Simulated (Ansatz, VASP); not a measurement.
## TaN in VASP and in Ansatz

```
Ta N
1.0
     0.00000    2.20863    2.20863
     2.20863    0.00000    2.20863
     2.20863    2.20863    0.00000
Ta N
1 1
Direct
  0.50000 0.50000 0.50000
  0.00000 0.00000 0.00000
```

Alike in both runs: task relaxation of cell and atoms; functional PBE; k mesh 16 × 16 × 16; occupations fermi-dirac, width 0.15 eV; no spin polarisation.

|  | VASP | Ansatz |
| --- | --- | --- |
| version | VASP 6.6.1 | Ansatz 0.2.0 |
| potentials or method | VASP PAW PBE potentials, release 64 (Ta_pv, N), cutoff 600 eV | scalar-relativistic, plane waves, PAW |
| valence electrons in the cell | 16 | 18 |

VASP gave:

- gap on the k mesh at the Fermi level, each at its own relaxed structure (eV): none
- relaxed volume (Å³/atom): 10.81
- relaxed cell length with the largest relative difference (Å): 3.127

Which values does Ansatz return?

gap on the k mesh at the Fermi level, each at its own relaxed structure (eV): none; relaxed volume (Å³/atom): 10.78; relaxed cell length with the largest relative difference (Å): 3.124.

A gap of «none» marks a metal or a gap that the smearing closes. VASP's potentials hold 16 valence electrons a cell and Ansatz's 18, so a difference there can come from the potentials and not from the codes.

Neither program's run includes spin-orbit coupling.
